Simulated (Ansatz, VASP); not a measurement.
HC4: VASP beside Ansatz

```xyz
10
Lattice="4.9314 0.0000 0.0000 -2.4657 4.2707 0.0000 0.0000 0.0000 18.0000" Properties=species:S:1:pos:R:3 pbc="T T T"
C     0.0000    1.4236    4.0000
C    -1.2329    3.5589    4.0000
C     2.4657    1.4236    4.0000
C     1.2329    3.5589    4.0000
C     1.2329    0.7118    4.0000
C     0.0000    2.8471    4.0000
C     3.6986    0.7118    4.0000
C     2.4657    2.8471    4.0000
H     0.3212    0.5563    6.0500
H     0.9117    1.5791    6.0500
```

Alike in both runs: task single point; functional PBE; dispersion D3(BJ); k mesh 6 × 6 × 1; occupations gaussian, width 0.1 eV; no spin polarisation.

```csv
,VASP,Ansatz
version,VASP 6.6.1,Ansatz 0.2.0
potentials or method,"VASP PAW PBE potentials, release 64 (C, H), cutoff 520 eV","scalar-relativistic, plane waves, PAW"
valence electrons in the cell,34,34
```

|  | VASP | Ansatz | Ansatz less VASP |
| --- | --- | --- | --- |
| gap on the k mesh at the Fermi level (eV) | 0.08 | 0.08 | 0.000 |
| least direct gap on the mesh (eV) | 0.08 | 0.08 | 0.000 |
| rms of the force components (eV/Å) | 1.246 | 1.246 | -0.0001 |

Atom by atom the forces differ by 0.000 eV/Å (rms over components). Ansatz's warnings: structure snapped to symmetry.
